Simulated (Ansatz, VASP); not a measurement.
**SiGe in VASP and in Ansatz**

INCAR

```
ALGO = Normal ; EDIFF = 1E-7
ENCUT = 520 ; GGA = PS
ISIF = 2 ; ISMEAR = 0
LASPH = T ; LCHARG = T
LELF = T ; LREAL = F
LVHAR = T ; LWAVE = F
NBANDS = 26 ; NELM = 60
PREC = Accurate ; SIGMA = 0.02
```

File KPOINTS:

```
k-points
0
Gamma
  12 12 6
```

POSCAR

```
SiGe
1.0
    3.8857315010      0.0000000000      0.0000000000
   -1.9428657505      3.3651421922      0.0000000000
    0.0000000000      0.0000000000      6.6366945553
Si Ge
2 2
Direct
    0.6666666661      0.3333333339      0.8727146081
    0.3333333339      0.6666666661      0.3727146081
    0.6666666669      0.3333333331      0.5022843919
    0.3333333331      0.6666666669      0.0022843919
```

Input for Ansatz:

```yaml
crystal:
  lattice:
    - [3.885731501, 0.0, 0.0]
    - [-1.9428657505, 3.3651421922, 0.0]
    - [0.0, 0.0, 6.6366945553]
  atoms:
    - { symbol: Si, position: [0.6666666661, 0.3333333339, 0.8727146081] }
    - { symbol: Si, position: [0.3333333339, 0.6666666661, 0.3727146081] }
    - { symbol: Ge, position: [0.6666666669, 0.3333333331, 0.5022843919] }
    - { symbol: Ge, position: [0.3333333331, 0.6666666669, 0.0022843919] }
basis:
  ecutwfc: 420
kpoints:
  mp_grid: { grid: [12, 12, 6] }
  band_path: { path: [VBM, CBM], npoints: 2 }
hamiltonian:
  xc: pbesol
scf:
  occupations: { method: gaussian, width: 0.02 }
output:
  forces: true
  stress: true
  eigenvalues: true
checkpoint:
  read: start.run
  write: ck
  compress: false
  write_wavefunctions: false
  write_every: 100000
```

Alike in both runs: task single point; functional PBEsol; k mesh 12 × 12 × 6; occupations gaussian, width 0.02 eV; no spin polarisation.

```csv
,VASP,Ansatz
version,VASP 6.6.1,Ansatz 0.2.0
potentials or method,"VASP PAW PBE potentials, release 64 (Si, Ge_d), cutoff 520 eV","scalar-relativistic, plane waves, PAW"
valence electrons in the cell,36,36
```

Ansatz gave:

| Item | Value |
| --- | --- |
| gap on the k mesh at the Fermi level (eV) | 0.24 |
| least direct gap on the mesh (eV) | 0.66 |
| pressure (GPa) | -1.7 |
| traceless stress, the component that is largest in VASP (GPa) | -3.41 |

Which values does VASP return?

gap on the k mesh at the Fermi level (eV): 0.24; least direct gap on the mesh (eV): 0.67; pressure (GPa): -1.7; traceless stress, the component that is largest in VASP (GPa): -3.43.

VASP's potentials were made for PBE, not for PBEsol. The functional is the same, so the differences come from potentials, cutoffs and numerics.
